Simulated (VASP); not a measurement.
A run of VASP 6.6.1 is set up as follows.

File INCAR:

```
ALGO = Normal
EDIFF = 1E-7
ENCUT = 520
GGA = PS
ISIF = 2
ISMEAR = 0
LASPH = True
LCHARG = True
LELF = True
LREAL = False
LVHAR = True
LWAVE = False
NBANDS = 17
NELM = 80
PREC = Accurate
SIGMA = 0.05
```

The input KPOINTS:

```
k-points
0
Gamma
  10 10 10
```

The input POSCAR:

```
PbS
1.0
    0.0000000000      3.0471305000      3.0471305000
    3.0471305000      0.0000000000      3.0471305000
    3.0471305000      3.0471305000      0.0000000000
Pb S
1 1
Direct
    0.0000000000      0.0000000000      0.0000000000
    0.5000000000      0.5000000000      0.5000000000
```

Potentials or basis: VASP PAW PBE potentials, release 64 (Pb_d, S).

Command:

```bash
$ cat potpaw_PBE.64/Pb_d/POTCAR potpaw_PBE.64/S/POTCAR > POTCAR
$ mpirun -np 1 vasp_std > vasp.out
```

Predict the pressure.

-4.7 GPa.

What does it give for the band gap on the k mesh?

0.52 eV, direct.

Caveat: the cell differs from its parent crystal (strained); the PAW data sets were made with another functional, which shifts forces and pressure a little; spin-orbit coupling is left out, which moves the levels of the heavy elements. A k mesh can miss the band edges.
